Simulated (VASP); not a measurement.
**Ge: single point with BLYP**

The system is Ge.

```
CELL_PARAMETERS angstrom
0.00000 2.21809 2.21809
2.21809 0.00000 2.21809
2.21809 2.21809 0.00000
ATOMIC_POSITIONS crystal
Ge 0.00000 0.00000 0.00000
```

| Item | Value |
| --- | --- |
| Program | VASP 6.6.1 |
| Task | single point |
| Functional | BLYP |
| Potentials or basis | VASP PAW PBE potentials, release 64 (Ge_d) |
| Cutoff | 520 eV |
| k mesh | 20 × 20 × 20 |
| Occupations | fermi-dirac, width 0.1 eV |
| Spin | no spin polarisation |
| Dipole correction | no |
| Further INCAR settings | ALGO = Normal; EDIFF = 1e-06; NBANDS = 13 |

| Item | Value |
| --- | --- |
| Pressure | -0.1 GPa |
| Band gap on the k mesh | zero (band 7 reaches 13.17 eV, above the bottom of band 8 at 3.86 eV) |

Levels at points of the mesh, in eV from the Fermi level:
```
           k point  band 4  band 5  band 6  band 7  band 8  band 9  band 10  band 11
(0.00, 0.00, 0.00)  -24.73  -24.73  -12.11    7.33    7.33    7.33    13.23    13.23
(0.50, 0.00, 0.00)  -24.69  -24.69   -7.84   -4.65    5.65    5.65    10.88    12.12
(0.50, 0.50, 0.00)  -24.69  -24.69   -6.02   -3.62    2.23    2.23     6.28     6.79
```

It took 39 s on 1 thread of Intel(R) Xeon(R) Platinum 8259CL CPU @ 2.50GHz (Skylake/Cascade Lake), with other jobs on the host, peak memory 0.19 GiB.

Caveat: the PAW data sets were made with another functional, which shifts forces and pressure a little.
